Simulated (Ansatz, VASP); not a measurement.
**CdTe: VASP beside Ansatz**

Contents of INCAR:

```
SYSTEM = CdTe
PREC = Accurate
ENCUT = 520
EDIFF = 1E-7
ISMEAR = -1
SIGMA = 0.05
LREAL = .False.
LASPH = .True.
NELM = 80
ALGO = Normal
ISIF = 2
LWAVE = .False.
LCHARG = .True.
GGA = B5
ALDAX = 1.0
AGGAX = 1.0
AGGAC = 1.0
ALDAC = 0.0
LELF = .True.
LVHAR = .True.
NBANDS = 16
```

Contents of KPOINTS:

```
Automatic mesh
0
Gamma
  7 7 7
  0 0 0
```

The input POSCAR:

```
CdTe
1.0
    0.0000000000      3.1395734784      3.1395734784
    3.1395734784      0.0000000000      3.1395734784
    3.1395734784      3.1395734784      0.0000000000
Te Cd
1 1
Direct
    0.7500000000      0.7500000000      0.7500000000
    0.0000000000      0.0000000000      0.0000000000
```

File input.yaml:

```yaml
crystal:
  lattice:
    - [0.0, 3.1395734784, 3.1395734784]
    - [3.1395734784, 0.0, 3.1395734784]
    - [3.1395734784, 3.1395734784, 0.0]
  atoms:
    - { symbol: Te, position: [0.75, 0.75, 0.75] }
    - { symbol: Cd, position: [0.0, 0.0, 0.0] }
hamiltonian:
  xc: blyp
  pseudopotentials: { kind: paw }
kpoints:
  mp_grid: { grid: [7, 7, 7] }
scf:
  occupations: { method: fermi_dirac, width: 0.05 }
output:
  forces: true
  stress: true
  eigenvalues: true
  write_density: true
  write_potential: true
  elf: true
  volumetric_format: npy
```

Alike in both runs: task single point; functional BLYP; k mesh 7 × 7 × 7; occupations fermi-dirac, width 0.05 eV; no spin polarisation.

|  | VASP | Ansatz |
| --- | --- | --- |
| version | VASP 6.6.1 | Ansatz 0.2.0 |
| potentials or method | VASP PAW PBE potentials, release 64 (Te, Cd) | Ansatz PAW |
| plane-wave cutoff (eV) | 520 | 420 |
| valence electrons in the cell | 18 | 36 |

```tsv
	VASP	Ansatz	Ansatz less VASP
gap on the k mesh at the Fermi level (eV)	1.03	0.98	-0.044
least direct gap on the mesh (eV)	1.03	0.98	-0.044
pressure (GPa)	11.5	11.1	-0.43
```

VASP's potentials were made for PBE, not for BLYP. With one functional, cell and mesh, what is left measures potentials, basis and numerics. VASP's potentials hold 18 valence electrons a cell and Ansatz's 36, so a difference there can come from the potentials and not from the codes.

Neither program's run includes spin-orbit coupling. Noted on Ansatz's run: odd divisions of the mesh miss points on the zone boundary, where band edges often lie, so the gap on the mesh can be too wide.
